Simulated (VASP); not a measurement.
Input of a VASP 6.6.1 run:

Contents of INCAR:

```
  PREC = Accurate
  ENCUT = 520
  EDIFF = 1E-7
  ISMEAR = 0
  SIGMA = 0.01
  LREAL = F
  LASPH = T
  NELM = 80
  ALGO = Normal
  ISIF = 2
  LWAVE = F
  LCHARG = F
  GGA = PS
  IBRION = 2
  NSW = 100
  EDIFFG = -0.004
```

File KPOINTS:

```
regular mesh
0
Gamma
  4 4 4
```

The input POSCAR:

```
HfO2
1.0
    5.1030693465      0.0119005220      0.0119005220
    0.0119005220      5.1030693465      0.0119005220
    0.0119005220      0.0119005220      5.1030693465
Hf O
4 8
Direct
    0.9999575415      0.9999575415      0.9999575415
    0.0006980717      0.5241445300      0.5148463664
    0.5148463664      0.0006980717      0.5241445300
    0.5241445300      0.5148463664      0.0006980717
    0.3058111040      0.3058111040      0.3058111040
    0.2305878227      0.2090216287      0.8395322775
    0.2090216287      0.8395322775      0.2305878227
    0.3391052526      0.7422430617      0.7738686117
    0.8395322775      0.2305878227      0.2090216287
    0.7738686117      0.3391052526      0.7422430617
    0.7422430617      0.7738686117      0.3391052526
    0.7625821331      0.7625821331      0.7625821331
```

Potentials or basis: VASP PAW PBE potentials, release 64 (Hf_pv, O).

Command:

```sh
$ cat potpaw_PBE.64/Hf_pv/POTCAR potpaw_PBE.64/O/POTCAR > POTCAR
$ mpirun -np 1 vasp_std > vasp.out
```

Question: What does it give for the band gap on the k mesh?

Answer: 4.25 eV (least direct gap 4.28 eV).

Question: Predict the energy gained by relaxing.

Answer: 522.1 meV/atom.

The path:
| step | energy change (eV) | largest force (eV/Å) | pressure (GPa) |
| --- | --- | --- | --- |
| 1 | 0.0000 | 8.7318 | 17.18 |
| 3 | -4.9968 | 7.1315 | -2.79 |
| 5 | -5.8358 | 1.6820 | -5.69 |
| 7 | -6.2006 | 0.3782 | -6.75 |
| 9 | -6.2083 | 0.1373 | -6.79 |
| 11 | -6.2126 | 0.1929 | -6.91 |
| 13 | -6.2193 | 0.1163 | -6.99 |
| 15 | -6.2214 | 0.1767 | -7.03 |
| 17 | -6.2344 | 0.1744 | -7.11 |
| 19 | -6.2472 | 0.3529 | -7.18 |
| 21 | -6.2569 | 0.1153 | -7.36 |
| 23 | -6.2629 | 0.0660 | -7.59 |
| 25 | -6.2643 | 0.0530 | -7.74 |
| 27 | -6.2648 | 0.0377 | -7.79 |
| 29 | -6.2652 | 0.0286 | -7.81 |
| 31 | -6.2655 | 0.0321 | -7.84 |
| 33 | -6.2656 | 0.0132 | -7.82 |
| 35 | -6.2657 | 0.0084 | -7.81 |
| 37 | -6.2657 | 0.0117 | -7.80 |
| 39 | -6.2657 | 0.0052 | -7.79 |
| 41 | -6.2657 | 0.0041 | -7.79 |
| 43 | -6.2657 | 0.0076 | -7.79 |
| 45 | -6.2657 | 0.0065 | -7.79 |
| 47 | -6.2657 | 0.0043 | -7.79 |
| 49 | -6.2657 | 0.0046 | -7.79 |
| 50 | -6.2657 | 0.0032 | -7.79 |

Caveat: the PAW data sets were made with another functional, which shifts forces and pressure a little; spin-orbit coupling is left out, which moves the levels of the heavy elements. A k mesh can miss the band edges.
